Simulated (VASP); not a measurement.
**Re: relaxation of cell and atoms with PBEsol**

Crystal: Re.

```
CELL_PARAMETERS angstrom
2.50508 0.00000 0.00000
0.00000 2.50508 0.00000
0.00000 0.00000 2.50508
ATOMIC_POSITIONS crystal
Re 0.00000 0.00000 0.00000
```

```yaml
Program: VASP 6.6.1
Task: relaxation of cell and atoms
Functional: PBEsol
Potentials_or_basis: VASP PAW PBE potentials, release 64 (Re_sv_GW)
Cutoff: 500 eV
k_mesh: 15 × 15 × 15
Occupations: fermi-dirac, width 0.1 eV
Spin: no spin polarisation
Dipole_correction: no
Second_run: valence_matched
Further_INCAR_settings: ALGO = Normal; EDIFF = 1e-07; IBRION = 2; EDIFFG = -0.005; NSW = 60; ISIF = 3
```

The relaxed volume is 16.48 Å³/atom, the relaxed cell is a = 2.545 Å, b = 2.545 Å, c = 2.545 Å, α = 90.00°, β = 90.00°, γ = 90.00° and the space group after relaxing (to 0.05 Å) is Pm-3m (No. 221). The energy gained by relaxing is 34.2 meV/atom, the ionic steps are 4 and the pressure after relaxing is 0.0 GPa.

Step by step:
```
step  energy change (eV)  largest force (eV/Å)  pressure (GPa)  volume (Å³)
   1              0.0000                0.0000           15.09        15.72
   2              0.2956                0.0000          -31.86        19.34
   3             -0.0340                0.0000           -0.94        16.53
   4             -0.0342                0.0000           -0.03        16.48
```

Final structure:
```cif
data_structure
_symmetry_space_group_name_H-M 'P 1'
_symmetry_Int_Tables_number 1
_cell_length_a 2.5450
_cell_length_b 2.5450
_cell_length_c 2.5450
_cell_angle_alpha 90.000
_cell_angle_beta 90.000
_cell_angle_gamma 90.000
_cell_volume 16.48
loop_
_atom_site_label
_atom_site_type_symbol
_atom_site_fract_x
_atom_site_fract_y
_atom_site_fract_z
_atom_site_occupancy
Re1 Re 0.00000 0.00000 0.00000 1
```

Levels at points of the mesh, in eV from the Fermi level:
```tsv
k point	band 5	band 6	band 7	band 8	band 9	band 10
(0.00, 0.00, 0.00)	-9.54	-5.65	-5.65	3.64	3.64	3.64
```

Run time: 38 s on 1 thread of Intel(R) Xeon(R) Platinum 8559C (Emerald Rapids), with other jobs on the host, peak memory 0.14 GiB.

Caveat: the PAW data sets were made with another functional, which shifts forces and pressure a little; spin-orbit coupling is left out, which moves the levels of the heavy elements.
